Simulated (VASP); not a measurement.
Au: single point with LDA

The system is Au.

```xyz
1
Lattice="0.0000 2.0585 2.0585 2.0585 0.0000 2.0585 2.0585 2.0585 0.0000" Properties=species:S:1:pos:R:3 pbc="T T T"
Au    0.0000    0.0000    0.0000
```

```json
{
  "Program": "VASP 6.6.1",
  "Task": "single point",
  "Functional": "LDA",
  "Potentials or basis": "VASP PAW LDA potentials, release 64 (Au)",
  "Cutoff": "520 eV",
  "k mesh": "8 × 8 × 8",
  "Occupations": "gaussian, width 0.1 eV",
  "Spin": "no spin polarisation",
  "Dipole correction": "no",
  "Further INCAR settings": "ALGO = Normal; EDIFF = 1e-06; NBANDS = 12"
}
```

* Pressure: -7.3 GPa

Levels at points of the mesh, in eV from the Fermi level:
```csv
k point,band 4,band 5,band 6,band 7,band 8,band 9
"(0.00, 0.00, 0.00)",-4.49,-3.02,-3.02,14.60,18.42,18.42
"(0.50, 0.00, 0.00)",-1.86,-1.86,-0.81,3.01,14.05,16.93
"(0.50, 0.50, 0.00)",-1.55,-1.55,1.11,5.64,9.94,9.94
```

It took 7.7 s on 1 thread of Intel Xeon 8259CL, with other jobs on the host, peak memory 0.13 GiB.

Caveat: spin-orbit coupling is left out, which moves the levels of the heavy elements.
